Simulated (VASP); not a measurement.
LuC:

```
CELL_PARAMETERS angstrom
3.47266 0.00000 0.00000
-1.73633 3.00741 0.00000
0.00000 0.00000 2.95000
ATOMIC_POSITIONS crystal
Lu 0.00000 0.00000 0.00000
C 0.66667 0.33333 0.50000
```

Base run:

```yaml
Program: VASP 6.6.1
Functional: PBEsol
Potentials_or_basis: VASP PAW PBE potentials, release 64 (Lu, C)
Cutoff: 520 eV
k_mesh: 12 × 12 × 10
Occupations: gaussian, width 0.05 eV
Spin: no spin polarisation
```

Its results: pressure -4.2 GPa.

Question: The run is repeated on the same cell with these changes: functional from PBEsol to r2SCAN. What comes out?

Answer: Pressure -0.7 GPa.

Caveats: the PAW data sets were made with another functional, which shifts forces and pressure a little.
